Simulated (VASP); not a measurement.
# Cu (I4/mmm) in VASP: further runs

The runs below take Cu through single point, with PBE, LDA.

All numbers are computed with VASP 6.6.1; they aren't measurements. Logs are shortened: lines on timing, memory, paths and dates and some standing lists are left out, and cuts for length are marked.

## Step 1: The cell of the first run

Symmetry: I4/mmm, No. 139, tetragonal system. The conventional cell has a = 2.886 Å, b = 2.886 Å, c = 2.752 Å, α = 90.00°, β = 90.00°, γ = 90.00°. Within 3.2 Å of Cu (site symmetry 4/mmm) lie 14 Cu at 2.46 to 2.89 Å.

## Step 2: Single point, PBE

Input file INCAR:

```
PREC     = Accurate       # precision mode
ENCUT    = 520            # plane-wave cutoff, eV
EDIFF    = 1E-7           # SCF threshold, eV
ISMEAR   = 0              # smearing method
SIGMA    = 0.05           # smearing width, eV
LREAL    = False          # projectors in reciprocal space
LASPH    = True           # aspherical terms in the spheres
NELM     = 60             # most SCF steps
ALGO     = Normal         # electronic algorithm
ISIF     = 2              # what is computed and relaxed
LWAVE    = False          # write WAVECAR
LCHARG   = False          # write CHGCAR
GGA      = PE             # functional
NBANDS   = 12             # bands
```

Input file KPOINTS:

```
Automatic mesh
0
Gamma
  16 16 16
```

Input file POSCAR:

```
Cu
1.0
   -1.4427933200      1.4427933200      1.3760814500
    1.4427933200     -1.4427933200      1.3760814500
    1.4427933200      1.4427933200     -1.3760814500
Cu
1
Direct
    0.0000000000      0.0000000000      0.0000000000
```

Potentials or basis: VASP PAW PBE potentials, release 64 (Cu).

Command:

```
> cat potpaw_PBE.64/Cu/POTCAR > POTCAR
> mpirun -np 1 vasp_std > vasp.out
```

OUTCAR:

```text
PREC = Accurate
   ENCUT = 520
   EDIFF = 1E-7
   ISMEAR = 0
   LREAL = False
   LASPH = True
   NELM = 60
   ISIF = 2
   GGA = PE

 ion  position               nearest neighbor table
   1  0.000  0.000  0.000-

  LATTYP: Found a body centered tetragonal cell.
 ALAT       =     2.8855866400
 C/A-ratio  =     0.9537620052

  Lattice vectors:

 A1 = (  -1.4427933200,   1.4427933200,   1.3760814500)
 A2 = (   1.4427933200,  -1.4427933200,   1.3760814500)
 A3 = (   1.4427933200,   1.4427933200,  -1.3760814500)

Analysis of symmetry for initial positions (statically):
=====================================================================
 Subroutine PRICEL returns:
 Original cell was already a primitive cell.

 Routine SETGRP: Setting up the symmetry group for a
 body centered tetragonal supercell.

 Subroutine GETGRP returns: Found 16 space group operations
 (whereof 16 operations were pure point group operations)
 out of a pool of 16 trial point group operations.

The static configuration has the point symmetry D_4h.

Analysis of symmetry for dynamics (positions and initial velocities):
=====================================================================
 Subroutine PRICEL returns:
 Original cell was already a primitive cell.

 Routine SETGRP: Setting up the symmetry group for a
 body centered tetragonal supercell.

 Subroutine GETGRP returns: Found 16 space group operations
 (whereof 16 operations were pure point group operations)
 out of a pool of 16 trial point group operations.

The dynamic configuration has the point symmetry D_4h.

 Subroutine INISYM returns: Found 16 space group operations
 (whereof 16 operations are pure point group operations),
 and found     1 'primitive' translations

----------------------------------------------------------------------------------------

                                     Primitive cell

  volume of cell :      11.4581

  direct lattice vectors                    reciprocal lattice vectors
    -1.442793320  1.442793320  1.376081450     0.000000000  0.346549983  0.363350585
     1.442793320 -1.442793320  1.376081450     0.346549983  0.000000000  0.363350585
     1.442793320  1.442793320 -1.376081450     0.346549983  0.346549983  0.000000000

  length of vectors
     2.461078074  2.461078074  2.461078074     0.502116060  0.502116060  0.490095685

  position of ions in fractional coordinates (direct lattice)
     0.000000000  0.000000000  0.000000000

  ion indices of the primitive-cell ions
   primitive index   ion index
                 1           1

----------------------------------------------------------------------------------------

 KPOINTS: Automatic mesh

Automatic generation of k-mesh.
 Grid dimensions read from file:
 generate k-points for:   16   16   16

 Generating k-lattice:

  Cartesian coordinates                     Fractional coordinates (reciprocal lattice)
     0.000000000  0.021659374  0.022709412     0.062500000 -0.000000000  0.000000000
     0.021659374  0.000000000  0.022709412    -0.000000000  0.062500000  0.000000000
     0.021659374  0.021659374  0.000000000     0.000000000  0.000000000  0.062500000

  Length of vectors
     0.031382254  0.031382254  0.030630980

  Shift w.r.t. Gamma in fractional coordinates (k-lattice)
     0.000000000  0.000000000  0.000000000

 Subroutine IBZKPT returns following result:
 ===========================================

 Found    349 irreducible k-points:

 Following reciprocal coordinates:
            Coordinates               Weight
  0.000000  0.000000  0.000000      1.000000
  0.062500 -0.000000  0.000000      8.000000
  0.125000 -0.000000  0.000000      8.000000
  0.187500 -0.000000  0.000000      8.000000
  0.250000 -0.000000  0.000000      8.000000
  0.312500 -0.000000  0.000000      8.000000
[... 16 lines left out ...]
 -0.125000  0.062500 -0.000000     16.000000
 -0.062500  0.062500  0.000000      4.000000
 [... further k-points ...]
   k-points           NKPTS =    349   k-points in BZ     NKDIM =    349   number of bands    NBANDS=     12
   number of dos      NEDOS =    301   number of ions     NIONS =      1
   total plane-waves  NPLWV =   5832
   dimension x,y,z NGX =    18 NGY =   18 NGZ =   18
   dimension x,y,z NGXF=    36 NGYF=   36 NGZF=   36
   ions per type =               1
   NGX,Y,Z   is equivalent  to a cutoff of  12.16, 12.16, 12.16 a.u.
   NGXF,Y,Z  is equivalent  to a cutoff of  24.32, 24.32, 24.32 a.u.
 SYSTEM =  unknown system
   PREC   = accura    normal or accurate (medium, high low for compatibility)
   ISTART =      0    job   : 0-new  1-cont  2-samecut
   ICHARG =      2    charge: 1-file 2-atom 10-const
   ISPIN  =      1    spin polarized calculation?
   LNONCOLLINEAR =      F non collinear calculations
   LSORBIT =      F    spin-orbit coupling
   LASPH  =      T    aspherical Exc in radial PAW
   ENCUT  =  520.0 eV  38.22 Ry    6.18 a.u.   4.58  4.58  4.58*2*pi/ulx,y,z
   NELM   =     60;   NELMIN=  2; NELMDL= -5     # of ELM steps
   EDIFF  = 0.1E-06   stopping-criterion for ELM
   LREAL  =      F    real-space projection
   EDIFFG = 0.1E-05   stopping-criterion for IOM
   NSW    =      0    number of steps for IOM
   IBRION =     -1    ionic relax: 0-MD 1-quasi-New 2-CG
   NFREE  =      0    steps in history (QN), initial steepest desc. (CG)
   ISIF   =      2    stress and relaxation
   ISYM   =      2    0-nonsym 1-usesym 2-fastsym
   POTIM  = 0.5000    time-step for ionic-motion
   TEBEG  =    0.0;   TEEND  =   0.0 temperature during run
   PSTRESS=    0.0 pullay stress
   NELECT =      11.0000    total number of electrons
   NUPDOWN=      -1.0000    fix difference up-down
   EMIN   =  10.00;   EMAX   =-10.00  energy-range for DOS
   EFERMI =   0.00;   METHOD = LEGACY
   ISMEAR =     0;   SIGMA  =   0.05  broadening in eV -4-tet -1-fermi 0-gaus
   EFERMI_NEDOS =   21; number of points for ismear=-14 and -15
   IALGO  =     38    algorithm
   IMIX   =      4    mixing-type and parameters
     AMIX     =   0.40;   BMIX     =  1.00
     AMIX_MAG =   1.60;   BMIX_MAG =  1.00
  volume/ion in A,a.u.               =      11.46        77.32
  Fermi-wavevector in a.u.,A,eV,Ry     =   1.614984  3.051878 35.486359  2.608174
  Thomas-Fermi vector in A             =   2.709805
   LORBIT       =      0    0 simple, 1 ext, 2 COOP (PROOUT), +10 PAW based schemes
   GGA     = PE    functional components
   LHFCALC =     F    Hartree Fock is set to
   AEXX    =    0.0000 exact exchange contribution
   IVDW    =     0    specifies the selected vdW correction
   LEPSILON=     F    determine dielectric tensor
   LRPA    =     F    only Hartree local field effects (RPA)
 non-spin polarized calculation
 Gauss-broadening in eV      SIGMA  =   0.05
  energy-cutoff  :      520.00
  volume of cell :       11.46
 maximum number of plane-waves:       327
   NGX =  9   NGY =  9   NGZ =  9

 number of electron      10.9999998 magnetization

 Free energy of the ion-electron system (eV)
  ---------------------------------------------------
  ext. energy  EPLUGINS =         0.00000000
  ---------------------------------------------------
  free energy    TOTEN  =        -3.67341304 eV

  energy without entropy =       -3.67264132  energy(sigma->0) =       -3.67302718

 E-fermi :   7.9874     XC(G=0): -12.9045

 val. band max:        7.9794068270   @ k =   0.5000   0.1875   0.1250
 cond. band min:       7.9882471259   @ k =   0.2500   0.1250   0.1250
 fundamental gap:      0.0088402989
 Fermi energy:         7.9874286075

 k-point     1 :       0.0000    0.0000    0.0000
  band No.  band energies     occupation
      1      -1.6118      2.00000
      2       4.6373      2.00000
      3       4.8326      2.00000
      4       4.8326      2.00000
      5       5.7037      2.00000
      6       5.9092      2.00000
      7      32.8397      0.00000
      8      32.8397      0.00000
      9      34.0851      0.00000
     10      36.9071      0.00000
     11      36.9071      0.00000
     12      36.9228      0.00000

 k-point     2 :       0.0625   -0.0000    0.0000
  band No.  band energies     occupation
      1      -1.4552      2.00000
      2       4.6456      2.00000
      3       4.8285      2.00000
      4       4.8537      2.00000
      5       5.7039      2.00000
      6       5.8864      2.00000
      7      31.8496      0.00000
      8      32.4371      0.00000
      9      32.9564      0.00000
     10      35.1274      0.00000
     11      35.5773      0.00000
     12      36.1459      0.00000

 k-point     3 :       0.1250   -0.0000    0.0000
  band No.  band energies     occupation
      1      -0.9926      2.00000
      2       4.5969      2.00000
      3       4.8076      2.00000
      4       4.9898      2.00000
      5       5.7022      2.00000
      6       5.8413      2.00000
      7      28.9012      0.00000
      8      31.2726      0.00000
      9      31.5680      0.00000
     10      33.0975      0.00000
     11      34.4686      0.00000
     12      36.1910      0.00000
[... 286 lines left out ...]
 k-point    23 :      -0.1250    0.0625   -0.0000
  band No.  band energies     occupation
      1      -1.1603      2.00000
      2       4.6261      2.00000
      3       4.7820      2.00000
      4       4.9841      2.00000
      5       5.6468      2.00000
      6       5.8897      2.00000
      7      29.4138      0.00000
      8      30.9713      0.00000
      9      32.9643      0.00000
     10      33.5947      0.00000
     11      35.5233      0.00000
     12      36.4942      0.00000

 k-point    24 :      -0.0625    0.0625    0.0000
  band No.  band energies     occupation
      1      -1.4628      2.00000
      2       4.6399      2.00000
      3       4.8069      2.00000
      4       4.8904      2.00000
      5       5.6745      2.00000
      6       5.9063      2.00000
      7      30.9782      0.00000
      8      32.7481      0.00000
      9      33.7277      0.00000
     10      35.5118      0.00000
     11      35.6004      0.00000
     12      36.1241      0.00000

 [... further k-points ...]
[... 5 lines left out ...]
  --------------------------------------------------------------------------------------
  -------------------------------------------------------------------------------------
  Total        0.5545770      0.5545770      0.5648199      0.0000000     -0.0000000      0.0000000
  in kB       77.5461184     77.5461184     78.9783725      0.0000000     -0.0000000      0.0000000
  external PRESSURE =      78.0235364 kB  Pullay stress =       0.0000000 kB

 VOLUME and BASIS-vectors are now :
 -----------------------------------------------------------------------------
  energy-cutoff  :      520.00
  volume of cell :       11.46
      direct lattice vectors                 reciprocal lattice vectors
    -1.442793320  1.442793320  1.376081450     0.000000000  0.346549983  0.363350585
     1.442793320 -1.442793320  1.376081450     0.346549983  0.000000000  0.363350585
     1.442793320  1.442793320 -1.376081450     0.346549983  0.346549983  0.000000000

 POSITION                                       TOTAL-FORCE (eV/Angst)
 -----------------------------------------------------------------------------------
      0.00000      0.00000      0.00000         0.000000      0.000000     -0.000000
 -----------------------------------------------------------------------------------
    total drift:                                0.000000      0.000000      0.000000

  FREE ENERGIE OF THE ION-ELECTRON SYSTEM (eV)
  ---------------------------------------------------
  free  energy   TOTEN  =        -3.6734130403 eV

  energy  without entropy=       -3.6726413245  energy(sigma->0) =       -3.67302718
```

It took 18 s on 1 thread of Intel Xeon 6975P-C, shared host; peak memory 0.16 GiB.

Results:

- Free energy: -3.6734 eV
- Pressure: 7.8 GPa

Stress tensor (GPa, compression positive):
```
7.75 0.00 0.00
0.00 7.75 0.00
0.00 0.00 7.90
```

(Part 1 of 2 ends here.)
